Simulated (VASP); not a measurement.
IrO:

```
CELL_PARAMETERS angstrom
0.00000 2.24886 2.24886
2.24886 0.00000 2.24886
2.24886 2.24886 0.00000
ATOMIC_POSITIONS crystal
Ir 0.00000 0.00000 0.00000
O 0.25000 0.25000 0.25000
```

Base run:

```yaml
Program: VASP 6.6.1
Functional: r2SCAN
Potentials_or_basis: VASP PAW PBE potentials, release 64 (Ir_sv_GW, O)
Cutoff: 660 eV
k_mesh: 16 × 16 × 16
Occupations: gaussian, width 0.1 eV
Spin: no spin polarisation
```

Its results: pressure 43.6 GPa.

**Question.** The run is repeated on the same cell with these changes: potentials or basis from VASP PAW PBE potentials, release 64 (Ir_sv_GW, O) to VASP PAW PBE potentials, release 64 (Ir, O); cutoff from 660 eV to 520 eV; further incar settings from ALGO = Normal; EDIFF = 1e-06; NBANDS = 18 to ALGO = Normal; EDIFF = 1e-07; NBANDS = 14; valence electrons from 23 to 15. What comes out?

**Answer.** Pressure 48.8 GPa.

Caveats: the PAW data sets were made with another functional, which shifts forces and pressure a little; an odd number of electrons without spin polarisation forces a metal; a magnetic or distorted state may lie lower.
